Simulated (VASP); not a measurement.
# Ge: single point with RPBE

Ge:

```
Ge
1.0
     3.00260    0.00000    0.00000
    -1.50130    2.60033    0.00000
     0.00000    0.00000    9.84558
Ge
4
Direct
  0.00000 0.00000 0.00000
  0.00000 0.00000 0.50000
  0.33333 0.66667 0.25000
  0.66667 0.33333 0.75000
```

This isn't the form of Ge at room conditions, which is diamond.

```yaml
Program: VASP 6.6.1
Task: single point
Functional: RPBE
Potentials_or_basis: VASP PAW PBE potentials, release 64 (Ge_d)
Cutoff: 520 eV
k_mesh: 13 × 13 × 4
Occupations: fermi-dirac, width 0.1 eV
Spin: no spin polarisation
Dipole_correction: no
Further_INCAR_settings: ALGO = Normal; EDIFF = 1e-06; NBANDS = 36
```

```
Pressure               : 2.4 GPa
Band gap on the k mesh : zero (bands 28 and 29 overlap by 9.27 eV)
```

Stress tensor (GPa, compression positive):
```
1.91 0.00 0.00
0.00 1.91 0.00
0.00 0.00 3.49
```

Levels at points of the mesh, in eV from the Fermi level:
| k point | band 26 | band 27 | band 28 | band 29 | band 30 | band 31 |
| --- | --- | --- | --- | --- | --- | --- |
| (0.00, 0.00, 0.00) | 1.08 | 1.08 | 6.76 | 6.76 | 7.53 | 7.53 |
| (0.00, 0.00, 0.50) | -2.99 | 5.66 | 5.66 | 7.00 | 7.00 | 7.00 |

Run time: 4.4 min on 1 thread of Intel Xeon 8259CL, on a shared host, peak memory 0.27 GiB.

Caveat: the PAW data sets were made with another functional, which shifts forces and pressure a little.
